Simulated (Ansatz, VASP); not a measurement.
**H: VASP beside Ansatz**

Contents of INCAR:

```
  PREC = Accurate
  ENCUT = 520
  EDIFF = 1E-6
  ISMEAR = 0
  SIGMA = 0.05
  LREAL = F
  LASPH = T
  NELM = 150
  ALGO = Normal
  ISIF = 2
  LWAVE = F
  LCHARG = F
  ISPIN = 2
  MAGMOM = 1.05 1.05
  LORBIT = 11
  GGA = PE
  NBANDS = 12
```

The input KPOINTS:

```
Automatic mesh
0
Gamma
  6 6 6
```

File POSCAR:

```
H
1.0
    5.7145960233      0.0000000000      0.0000000000
   -2.8572980117      4.9489853286      0.0000000000
    0.0000000000      0.0000000000      3.8024921939
H
2
Direct
    0.3333333333      0.6666666667      0.2500000000
    0.6666666667      0.3333333333      0.7500000000
```

Input for Ansatz:

```yaml
crystal:
  lattice:
    - [5.7145960233, 0.0, 0.0]
    - [-2.8572980117, 4.9489853286, 0.0]
    - [0.0, 0.0, 3.8024921939]
  atoms:
    - { symbol: H, position: [0.3333333333, 0.6666666667, 0.25], spin: 1.05 }
    - { symbol: H, position: [0.6666666667, 0.3333333333, 0.75], spin: 1.05 }
basis:
  ecutwfc: 520.0
kpoints:
  mp_grid: { grid: [6, 6, 6] }
hamiltonian:
  xc: pbe
scf:
  occupations: { method: gaussian, width: 0.05 }
output:
  forces: true
  stress: true
  eigenvalues: true
  populations: true
magnetization:
  spin_polarized: true
```

Alike in both runs: task single point; functional PBE; k mesh 6 × 6 × 6; occupations gaussian, width 0.05 eV; collinear spin.

```csv
,VASP,Ansatz
version,VASP 6.6.1,Ansatz 0.2.0
potentials or method,"VASP PAW PBE potentials, release 64 (H), cutoff 520 eV","scalar-relativistic, plane waves, PAW"
valence electrons in the cell,2,2
```

```csv
,VASP,Ansatz,Ansatz less VASP
gap on the k mesh at the Fermi level (eV),6.68,6.31,-0.373
least direct gap on the mesh (eV),7.19,6.33,-0.861
pressure (GPa),0.0,0.1,+0.03
net moment per atom (μB),1.00,1.00,0.000
size of the moment on the site where the two differ most (μB),0.38,0.95,+0.570
```

Site moments also hang on the region over which each program counts them. Ansatz's warnings: band edge not confirmed under output density, nearly empty spin channel levels not settled.
